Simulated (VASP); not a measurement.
# KI (Fm-3m) in VASP: notebook

KI is run at these levels: PBE, r2SCAN; tasks: single point.

All numbers are computed with VASP 6.6.1; they aren't measurements. Logs are shortened: lines on timing, memory, paths and dates and some standing lists are left out, and cuts for length are marked.

## 1. The cell of the first run

The structure is cubic, space group Fm-3m (No. 225). Conventional cell: a = 7.089 Å, b = 7.089 Å, c = 7.089 Å, α = 90.00°, β = 90.00°, γ = 90.00°. Within 4.7 Å of K (site symmetry m-3m) lie 6 I at 3.54 Å. Within 4.7 Å of I (site symmetry m-3m) lie 6 K at 3.54 Å.

## 2. Single point, PBE

Input file INCAR:

```
SYSTEM = KI
  PREC = Accurate
  ENCUT = 520
  EDIFF = 1E-6
  ISMEAR = 0
  SIGMA = 0.01
  LREAL = .False.
  LASPH = .True.
  NELM = 60
  ALGO = Normal
  ISIF = 2
  LWAVE = .False.
  LCHARG = .False.
  GGA = PE
  NBANDS = 15
```

Input file KPOINTS:

```
Automatic mesh
0
Gamma
  4 4 4
  0 0 0
```

Input file POSCAR:

```
KI
1.0
    0.0000000000      3.5442850827      3.5442850827
    3.5442850827      0.0000000000      3.5442850827
    3.5442850827      3.5442850827      0.0000000000
K I
1 1
Direct
    0.0000000000      0.0000000000      0.0000000000
    0.5000000000      0.5000000000      0.5000000000
```

Potentials or basis: VASP PAW PBE potentials, release 64 (K_sv, I).

On the command line:

```bash
$ cat potpaw_PBE.64/K_sv/POTCAR potpaw_PBE.64/I/POTCAR > POTCAR
$ mpirun -np 1 vasp_std > vasp.out
```

OUTCAR:

```text
SYSTEM = KI
   PREC = Accurate
   ENCUT = 520
   EDIFF = 1E-6
   ISMEAR = 0
   LREAL = .False.
   LASPH = .True.
   NELM = 60
   ISIF = 2
   GGA = PE

 ion  position               nearest neighbor table
   1  0.000  0.000  0.000-   2 3.54   2 3.54   2 3.54   2 3.54   2 3.54   2 3.54
   2  0.500  0.500  0.500-   1 3.54   1 3.54   1 3.54   1 3.54   1 3.54   1 3.54

  LATTYP: Found a face centered cubic cell.
 ALAT       =     7.0885701654

  Lattice vectors:

 A1 = (   0.0000000000,   3.5442850827,   3.5442850827)
 A2 = (   3.5442850827,   0.0000000000,   3.5442850827)
 A3 = (   3.5442850827,   3.5442850827,   0.0000000000)

Analysis of symmetry for initial positions (statically):
=====================================================================
 Subroutine PRICEL returns:
 Original cell was already a primitive cell.

 Routine SETGRP: Setting up the symmetry group for a
 face centered cubic supercell.

 Subroutine GETGRP returns: Found 48 space group operations
[... 9 lines left out ...]

 Routine SETGRP: Setting up the symmetry group for a
 face centered cubic supercell.

 Subroutine GETGRP returns: Found 48 space group operations
[... 11 lines left out ...]
                                     Primitive cell

  volume of cell :      89.0463

  direct lattice vectors                    reciprocal lattice vectors
     0.000000000  3.544285083  3.544285083    -0.141072173  0.141072173  0.141072173
     3.544285083  0.000000000  3.544285083     0.141072173 -0.141072173  0.141072173
     3.544285083  3.544285083  0.000000000     0.141072173  0.141072173 -0.141072173

  length of vectors
     5.012376033  5.012376033  5.012376033     0.244344172  0.244344172  0.244344172

  position of ions in fractional coordinates (direct lattice)
     0.000000000  0.000000000  0.000000000
     0.500000000  0.500000000  0.500000000

  ion indices of the primitive-cell ions
   primitive index   ion index
                 1           1
                 2           2

----------------------------------------------------------------------------------------

 KPOINTS: Automatic mesh

Automatic generation of k-mesh.
 Grid dimensions read from file:
 generate k-points for:    4    4    4

 Generating k-lattice:

  Cartesian coordinates                     Fractional coordinates (reciprocal lattice)
    -0.035268043  0.035268043  0.035268043     0.250000000  0.000000000  0.000000000
     0.035268043 -0.035268043  0.035268043     0.000000000  0.250000000  0.000000000
     0.035268043  0.035268043 -0.035268043     0.000000000  0.000000000  0.250000000

  Length of vectors
     0.061086043  0.061086043  0.061086043

  Shift w.r.t. Gamma in fractional coordinates (k-lattice)
     0.000000000  0.000000000  0.000000000

 Subroutine IBZKPT returns following result:
 ===========================================

 Found      8 irreducible k-points:

 Following reciprocal coordinates:
            Coordinates               Weight
  0.000000  0.000000  0.000000      1.000000
  0.250000  0.000000  0.000000      8.000000
  0.500000  0.000000  0.000000      4.000000
  0.250000  0.250000  0.000000      6.000000
  0.500000  0.250000  0.000000     24.000000
 -0.250000  0.250000  0.000000     12.000000
  0.500000  0.500000  0.000000      3.000000
 -0.250000  0.500000  0.250000      6.000000
   k-points           NKPTS =      8   k-points in BZ     NKDIM =      8   number of bands    NBANDS=     15
   number of dos      NEDOS =    301   number of ions     NIONS =      2
   total plane-waves  NPLWV =  64000
   dimension x,y,z NGX =    40 NGY =   40 NGZ =   40
   dimension x,y,z NGXF=    80 NGYF=   80 NGZF=   80
   ions per type =               1   1
   NGX,Y,Z   is equivalent  to a cutoff of  13.27, 13.27, 13.27 a.u.
   NGXF,Y,Z  is equivalent  to a cutoff of  26.53, 26.53, 26.53 a.u.
 SYSTEM =  KI
   PREC   = accura    normal or accurate (medium, high low for compatibility)
   ISTART =      0    job   : 0-new  1-cont  2-samecut
   ICHARG =      2    charge: 1-file 2-atom 10-const
   ISPIN  =      1    spin polarized calculation?
   LNONCOLLINEAR =      F non collinear calculations
   LSORBIT =      F    spin-orbit coupling
   LASPH  =      T    aspherical Exc in radial PAW
   ENCUT  =  520.0 eV  38.22 Ry    6.18 a.u.   9.32  9.32  9.32*2*pi/ulx,y,z
   NELM   =     60;   NELMIN=  2; NELMDL= -5     # of ELM steps
   EDIFF  = 0.1E-05   stopping-criterion for ELM
   LREAL  =      F    real-space projection
   EDIFFG = 0.1E-04   stopping-criterion for IOM
   NSW    =      0    number of steps for IOM
   IBRION =     -1    ionic relax: 0-MD 1-quasi-New 2-CG
   NFREE  =      0    steps in history (QN), initial steepest desc. (CG)
   ISIF   =      2    stress and relaxation
   ISYM   =      2    0-nonsym 1-usesym 2-fastsym
   POTIM  = 0.5000    time-step for ionic-motion
   TEBEG  =    0.0;   TEEND  =   0.0 temperature during run
   PSTRESS=    0.0 pullay stress
   NELECT =      16.0000    total number of electrons
   NUPDOWN=      -1.0000    fix difference up-down
   EMIN   =  10.00;   EMAX   =-10.00  energy-range for DOS
   EFERMI =   0.00;   METHOD = LEGACY
   ISMEAR =     0;   SIGMA  =   0.01  broadening in eV -4-tet -1-fermi 0-gaus
   EFERMI_NEDOS =   21; number of points for ismear=-14 and -15
   IALGO  =     38    algorithm
   IMIX   =      4    mixing-type and parameters
     AMIX     =   0.40;   BMIX     =  1.00
     AMIX_MAG =   1.60;   BMIX_MAG =  1.00
  volume/ion in A,a.u.               =      44.52       300.46
  Fermi-wavevector in a.u.,A,eV,Ry     =   0.923796  1.745722 11.611204  0.853399
  Thomas-Fermi vector in A             =   2.049472
   LORBIT       =      0    0 simple, 1 ext, 2 COOP (PROOUT), +10 PAW based schemes
   GGA     = PE    functional components
   LHFCALC =     F    Hartree Fock is set to
   AEXX    =    0.0000 exact exchange contribution
   IVDW    =     0    specifies the selected vdW correction
   LEPSILON=     F    determine dielectric tensor
   LRPA    =     F    only Hartree local field effects (RPA)
 non-spin polarized calculation
 Gauss-broadening in eV      SIGMA  =   0.01
  energy-cutoff  :      520.00
  volume of cell :       89.05
 maximum number of plane-waves:      2421
 NGX is ok and might be reduce to    40
   NGX = 19   NGY = 19   NGZ = 19

 number of electron      15.9999999 magnetization

 Free energy of the ion-electron system (eV)
  ---------------------------------------------------
  ext. energy  EPLUGINS =         0.00000000
  ---------------------------------------------------
  free energy    TOTEN  =        -5.55859415 eV

  energy without entropy =       -5.55859415  energy(sigma->0) =       -5.55859415

 E-fermi :  -0.3199     XC(G=0):  -7.1394

 val. band max:       -0.4650351032   @ k =   0.0000   0.0000   0.0000
 cond. band min:       3.4745460012   @ k =   0.0000   0.0000   0.0000
 fundamental gap:      3.9395811044
 Fermi energy:        -0.3198610369

 k-point     1 :       0.0000    0.0000    0.0000
  band No.  band energies     occupation
      1     -28.9858      2.00000
      2     -12.4721      2.00000
      3     -12.4721      2.00000
      4     -12.4721      2.00000
      5     -10.9524      2.00000
      6      -0.4650      2.00000
      7      -0.4650      2.00000
      8      -0.4650      2.00000
      9       3.4745      0.00000
     10       6.0349      0.00000
     11       6.0349      0.00000
     12       6.0349      0.00000
     13       6.7454      0.00000
     14       6.7454      0.00000
     15       9.3110      0.00000

 k-point     2 :       0.2500    0.0000    0.0000
  band No.  band energies     occupation
      1     -28.9848      2.00000
      2     -12.5456      2.00000
      3     -12.4733      2.00000
      4     -12.4733      2.00000
      5     -10.8167      2.00000
      6      -1.2117      2.00000
      7      -0.6368      2.00000
      8      -0.6368      2.00000
      9       4.5670      0.00000
     10       6.0971      0.00000
     11       6.6378      0.00000
     12       6.6378      0.00000
     13       7.4323      0.00000
     14       7.4323      0.00000
     15       9.7912      0.00000

 k-point     3 :       0.5000    0.0000    0.0000
  band No.  band energies     occupation
      1     -28.9838      2.00000
      2     -12.6100      2.00000
      3     -12.4744      2.00000
      4     -12.4744      2.00000
      5     -10.6876      2.00000
      6      -1.7626      2.00000
      7      -0.7929      2.00000
      8      -0.7929      2.00000
      9       5.0469      0.00000
     10       7.2159      0.00000
     11       7.6584      0.00000
     12       7.6584      0.00000
     13       8.2215      0.00000
     14       8.2215      0.00000
     15       8.8004      0.00000

 k-point     4 :       0.2500    0.2500    0.0000
  band No.  band energies     occupation
      1     -28.9845      2.00000
      2     -12.5259      2.00000
      3     -12.4808      2.00000
      4     -12.4808      2.00000
      5     -10.8260      2.00000
      6      -1.2334      2.00000
      7      -0.6669      2.00000
      8      -0.6669      2.00000
      9       4.7967      0.00000
     10       5.0694      0.00000
     11       7.1280      0.00000
     12       7.4116      0.00000
     13       7.4116      0.00000
     14       7.6148      0.00000
     15       9.6561      0.00000

 k-point     5 :       0.5000    0.2500    0.0000
  band No.  band energies     occupation
      1     -28.9835      2.00000
      2     -12.5566      2.00000
      3     -12.4901      2.00000
      4     -12.4821      2.00000
      5     -10.7485      2.00000
      6      -1.4787      2.00000
      7      -0.9971      2.00000
      8      -0.8101      2.00000
      9       5.1981      0.00000
     10       6.2135      0.00000
     11       6.8396      0.00000
     12       7.7705      0.00000
     13       8.2376      0.00000
     14       8.5949      0.00000
     15       9.2941      0.00000

 k-point     6 :      -0.2500    0.2500    0.0000
  band No.  band energies     occupation
      1     -28.9838      2.00000
      2     -12.5676      2.00000
      3     -12.4915      2.00000
      4     -12.4745      2.00000
      5     -10.7388      2.00000
      6      -1.4730      2.00000
      7      -0.9565      2.00000
      8      -0.7834      2.00000
      9       5.6660      0.00000
     10       6.0546      0.00000
     11       6.7183      0.00000
     12       7.2458      0.00000
     13       8.1142      0.00000
     14       8.4386      0.00000
     15       9.2439      0.00000

 k-point     7 :       0.5000    0.5000    0.0000
  band No.  band energies     occupation
      1     -28.9832      2.00000
      2     -12.5154      2.00000
      3     -12.4896      2.00000
      4     -12.4896      2.00000
      5     -10.8129      2.00000
      6      -1.4473      2.00000
      7      -0.8261      2.00000
      8      -0.8261      2.00000
      9       4.4846      0.00000
     10       5.2777      0.00000
     11       7.6199      0.00000
     12       8.2169      0.00000
     13       8.2931      0.00000
     14       9.1252      0.00000
     15       9.1252      0.00000

 k-point     8 :      -0.2500    0.5000    0.2500
  band No.  band energies     occupation
      1     -28.9832      2.00000
      2     -12.5194      2.00000
      3     -12.5024      2.00000
      4     -12.5024      2.00000
      5     -10.7580      2.00000
      6      -1.1807      2.00000
      7      -1.1807      2.00000
      8      -1.0527      2.00000
      9       5.9940      0.00000
     10       5.9940      0.00000
     11       6.1434      0.00000
     12       7.6880      0.00000
     13       8.3327      0.00000
     14       9.1566      0.00000
     15       9.5119      0.00000

------------------------ aborting loop because EDIFF is reached ----------------------------------------

  FORCE on cell =-STRESS in cart. coord.  units (eV):
  Direction    XX          YY          ZZ          XY          YZ          ZX
  --------------------------------------------------------------------------------------
  -------------------------------------------------------------------------------------
  Total        0.2769612      0.2769612      0.2769612     -0.0000000     -0.0000000      0.0000000
  in kB        4.9832610      4.9832610      4.9832610     -0.0000000     -0.0000000      0.0000000
  external PRESSURE =       4.9832610 kB  Pullay stress =       0.0000000 kB

 VOLUME and BASIS-vectors are now :
 -----------------------------------------------------------------------------
  energy-cutoff  :      520.00
  volume of cell :       89.05
      direct lattice vectors                 reciprocal lattice vectors
     0.000000000  3.544285083  3.544285083    -0.141072173  0.141072173  0.141072173
     3.544285083  0.000000000  3.544285083     0.141072173 -0.141072173  0.141072173
     3.544285083  3.544285083  0.000000000     0.141072173  0.141072173 -0.141072173

 POSITION                                       TOTAL-FORCE (eV/Angst)
 -----------------------------------------------------------------------------------
      0.00000      0.00000      0.00000         0.000000      0.000000      0.000000
      3.54429      3.54429      3.54429        -0.000000     -0.000000     -0.000000
 -----------------------------------------------------------------------------------
    total drift:                                0.000000     -0.000000     -0.000000

  FREE ENERGIE OF THE ION-ELECTRON SYSTEM (eV)
  ---------------------------------------------------
  free  energy   TOTEN  =        -5.5585941547 eV

  energy  without entropy=       -5.5585941547  energy(sigma->0) =       -5.55859415
```

Run time: 11 s. Hardware: 1 thread of Intel Xeon 6975P-C (Granite Rapids), shared host; peak memory 0.23 GiB.

What came out:

```yaml
Free_energy: -5.5586 eV
Pressure: 0.5 GPa
Band_gap_on_the_k_mesh: 3.94 eV, direct
```

Levels at points of the mesh, in eV from the valence-band top:
```csv
k point,band 6,band 7,band 8,band 9,band 10,band 11
"(0.00, 0.00, 0.00)",0.00,0.00,0.00,3.94,6.50,6.50
"(0.50, 0.00, 0.00)",-1.30,-0.33,-0.33,5.51,7.68,8.12
"(0.50, 0.50, 0.00)",-0.98,-0.36,-0.36,4.95,5.74,8.08
```

Caveat: spin-orbit coupling is left out, which moves the levels of the heavy elements. A hybrid or GW would open this gap; PBE tends to underestimate it.

## 3. Single point, PBE

Input file INCAR:

```
PREC = Accurate ; ENCUT = 520
EDIFF = 1E-6 ; ISMEAR = 0
SIGMA = 0.01 ; LREAL = F
LASPH = T ; NELM = 80
ALGO = Normal ; ISIF = 2
LWAVE = F ; LCHARG = T
GGA = PE ; LELF = T
LVHAR = T ; NBANDS = 15
```

Input file KPOINTS:

```
regular mesh
0
Gamma
  4 4 4
```

POSCAR is that of step 2.

Potentials or basis: VASP PAW PBE potentials, release 64 (K_sv, I).

On the command line:

```bash
$ cat potpaw_PBE.64/K_sv/POTCAR potpaw_PBE.64/I/POTCAR > POTCAR
$ mpirun -np 1 vasp_std > vasp.out
```

Run time: 15 s. Hardware: 1 thread of Intel Xeon 6975P-C (Granite Rapids), shared host; peak memory 0.23 GiB.

It converged, with:

- Free energy: -5.5586 eV
- Pressure: 0.5 GPa
- Band gap on the k mesh: 3.94 eV, direct

Levels at points of the mesh, in eV from the valence-band top:
| k point | band 5 | band 6 | band 7 | band 8 | band 9 | band 10 | band 11 | band 12 |
| --- | --- | --- | --- | --- | --- | --- | --- | --- |
| (0.00, 0.00, 0.00) | -10.49 | 0.00 | 0.00 | 0.00 | 3.94 | 6.50 | 6.50 | 6.50 |
| (0.50, 0.00, 0.00) | -10.22 | -1.30 | -0.33 | -0.33 | 5.51 | 7.68 | 8.12 | 8.12 |
| (0.50, 0.50, 0.00) | -10.35 | -0.98 | -0.36 | -0.36 | 4.95 | 5.74 | 8.08 | 8.68 |

Caveat: spin-orbit coupling is left out, which moves the levels of the heavy elements.

## 4. Single point, r2SCAN

POSCAR is that of step 3.

Input file INCAR.step1:

```
SYSTEM = KI
PREC = Accurate ; ENCUT = 520
ISMEAR = 0 ; SIGMA = 0.01
LREAL = .False. ; LASPH = .True.
NELM = 80 ; NBANDS = 15
GGA = PE ; ALGO = Normal
EDIFF = 1E-4 ; LWAVE = .True.
LCHARG = .False.
```

Input file INCAR.step2:

```
SYSTEM = KI
PREC = Accurate ; ENCUT = 520
EDIFF = 1E-6 ; ISMEAR = 0
SIGMA = 0.01 ; LREAL = .False.
LASPH = .True. ; NELM = 80
ALGO = Normal ; ISIF = 2
LWAVE = .False. ; LCHARG = .False.
METAGGA = R2SCAN ; LMIXTAU = .True.
NBANDS = 15 ; ISTART = 1
```

Input file KPOINTS:

```
regular mesh
0
Gamma
  4 4 4
  0 0 0
```

On the command line:

```bash
$ cat potpaw_PBE.64/K_sv/POTCAR potpaw_PBE.64/I/POTCAR > POTCAR
$ cp INCAR.step1 INCAR
$ mpirun -np 1 vasp_std > vasp.out
$ cp INCAR.step2 INCAR
$ mpirun -np 1 vasp_std > vasp.out
```

Wall time 59 s (1 thread of Intel Xeon 6975P-C (Granite Rapids), shared host); peak memory 0.26 GiB.

Results (log left out):

```yaml
Free_energy: -33.9837 eV
Pressure: 0.0 GPa
Band_gap_on_the_k_mesh: 4.58 eV, direct
```

Levels at points of the mesh, in eV from the valence-band top:
```csv
k point,band 4,band 5,band 6,band 7,band 8,band 9,band 10,band 11,band 12,band 13
"(0.00, 0.00, 0.00)",-12.39,-10.80,0.00,0.00,0.00,4.58,7.05,7.05,7.05,7.90
"(0.50, 0.00, 0.00)",-12.39,-10.52,-1.30,-0.33,-0.33,6.01,8.31,8.75,8.75,9.41
"(0.50, 0.50, 0.00)",-12.41,-10.65,-1.00,-0.37,-0.37,5.39,6.47,8.82,9.40,9.52
```

Caveat: the PAW data sets were made with another functional, which shifts forces and pressure a little; spin-orbit coupling is left out, which moves the levels of the heavy elements.

## 5. Single point, PBE

Input file INCAR:

```
SYSTEM = KI
PREC = Accurate
ENCUT = 520
EDIFF = 1E-6
ISMEAR = 0
SIGMA = 0.01
LREAL = .False.
LASPH = .True.
NELM = 80
ALGO = Normal
ISIF = 2
LWAVE = .False.
LCHARG = .False.
GGA = PE
NBANDS = 15
```

Input file KPOINTS:

```
regular mesh
0
Gamma
  6 6 6
  0 0 0
```

POSCAR is that of step 4.

On the command line:

```bash
$ cat potpaw_PBE.64/K_sv/POTCAR potpaw_PBE.64/I/POTCAR > POTCAR
$ mpirun -np 1 vasp_std > vasp.out
```

Wall time 24 s (1 thread of Intel Xeon 6975P-C (Granite Rapids), shared host); peak memory 0.23 GiB.

Results (log left out):

```yaml
Free_energy: -5.5594 eV
Pressure: 0.5 GPa
Band_gap_on_the_k_mesh: 3.94 eV, direct
```

Levels at points of the mesh, in eV from the valence-band top:
| k point | band 4 | band 5 | band 6 | band 7 | band 8 | band 9 | band 10 | band 11 | band 12 | band 13 |
| --- | --- | --- | --- | --- | --- | --- | --- | --- | --- | --- |
| (0.00, 0.00, 0.00) | -12.01 | -10.49 | 0.00 | 0.00 | 0.00 | 3.94 | 6.50 | 6.50 | 6.50 | 7.21 |
| (0.50, 0.00, 0.00) | -12.01 | -10.22 | -1.30 | -0.33 | -0.33 | 5.51 | 7.68 | 8.12 | 8.12 | 8.69 |
| (0.50, 0.50, 0.00) | -12.02 | -10.35 | -0.98 | -0.36 | -0.36 | 4.95 | 5.74 | 8.09 | 8.68 | 8.76 |

Caveat: spin-orbit coupling is left out, which moves the levels of the heavy elements. Expect the measured gap to be larger: semilocal functionals such as PBE lack the derivative discontinuity.

## 6. The runs side by side

```tsv
level	k mesh	gap on the mesh (eV)	pressure (GPa)
PBE	4 × 4 × 4	3.94	0.5
r2SCAN	4 × 4 × 4	4.58	0.0
PBE	6 × 6 × 6	3.94	0.5
```

Alike in all rows: task single point; potentials or basis VASP PAW PBE potentials, release 64 (K_sv, I); no spin polarisation; cell as given; cutoff (eV) 520; smearing gaussian 0.01 eV.

On the cell as given the gap runs from 3.94 eV (PBE) to 4.58 eV (r2SCAN); the meshes differ, which moves gaps too. The pressure there spans 0.0 GPa (r2SCAN) to 0.5 GPa (PBE); a positive pressure means that this level wants a larger cell, a negative one a smaller.

Caveats: spin-orbit coupling is left out, which moves the levels of the heavy elements; the PAW data sets were made with another functional, which shifts forces and pressure a little (some runs).

Absolute energies hang on the potentials; compare differences alone.
